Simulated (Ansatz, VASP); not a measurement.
## GeW3 in VASP and in Ansatz

File INCAR:

```
PREC = Accurate
ENCUT = 600
EDIFF = 1E-6
ISMEAR = 0
SIGMA = 0.1
LREAL = F
LASPH = T
NELM = 100
ALGO = Normal
ISIF = 3
LWAVE = F
LCHARG = F
GGA = PE
IBRION = 2
NSW = 90
EDIFFG = -0.04
```

The input KPOINTS:

```
regular mesh
0
Gamma
  4 4 4
```

POSCAR

```
GeW3
1.0
    0.0000000000      3.2477050300      3.2477050300
    3.2477050300      0.0000000000      3.2477050300
    3.2477050300      3.2477050300      0.0000000000
Ge W
1 3
Direct
    0.5000000000      0.5000000000      0.5000000000
    0.2500000000      0.2500000000      0.2500000000
    0.0000000000      0.0000000000      0.0000000000
    0.7500000000      0.7500000000      0.7500000000
```

Input for Ansatz:

```yaml
crystal:
  lattice:
    - [0.0, 3.24770503, 3.24770503]
    - [3.24770503, 0.0, 3.24770503]
    - [3.24770503, 3.24770503, 0.0]
  atoms:
    - { symbol: Ge, position: [0.5, 0.5, 0.5] }
    - { symbol: W, position: [0.25, 0.25, 0.25] }
    - { symbol: W, position: [0.0, 0.0, 0.0] }
    - { symbol: W, position: [0.75, 0.75, 0.75] }
basis:
  ecutwfc: 420
kpoints:
  mp_grid: { grid: [4, 4, 4] }
hamiltonian:
  xc: pbe
scf:
  occupations: { method: gaussian, width: 0.1 }
  lower_state_search: "off"
output:
  forces: true
  stress: true
  eigenvalues: true
relax:
  adjacent_minimum: "off"
  f_tol: 0.04
  max_steps: 70
  cell: { stress_tol: 0.4 }
```

Change from the starting cell: species swapped into the AlNi3 type (Fm-3m, No. 225).

Alike in both runs: task relaxation of cell and atoms; functional PBE; k mesh 4 × 4 × 4; occupations gaussian, width 0.1 eV; no spin polarisation.

```csv
,VASP,Ansatz
version,VASP 6.6.1,Ansatz 0.2.0
potentials or method,"VASP PAW PBE potentials, release 64 (Ge_d, W_sv), cutoff 600 eV","scalar-relativistic, plane waves, PAW"
valence electrons in the cell,56,56
```

VASP gave:

* gap on the k mesh at the Fermi level, each at its own relaxed structure (eV): none
* relaxed volume (Å³/atom): 15.83
* relaxed cell length with the largest relative difference (Å): 4.474

What did Ansatz give for the same quantities?

gap on the k mesh at the Fermi level, each at its own relaxed structure (eV): none; relaxed volume (Å³/atom): 15.78; relaxed cell length with the largest relative difference (Å): 4.469.

A gap of «none» marks a metal or a gap that the smearing closes.

The k mesh is coarse, so the values compare programs but aren't converged. Neither program's run includes spin-orbit coupling.
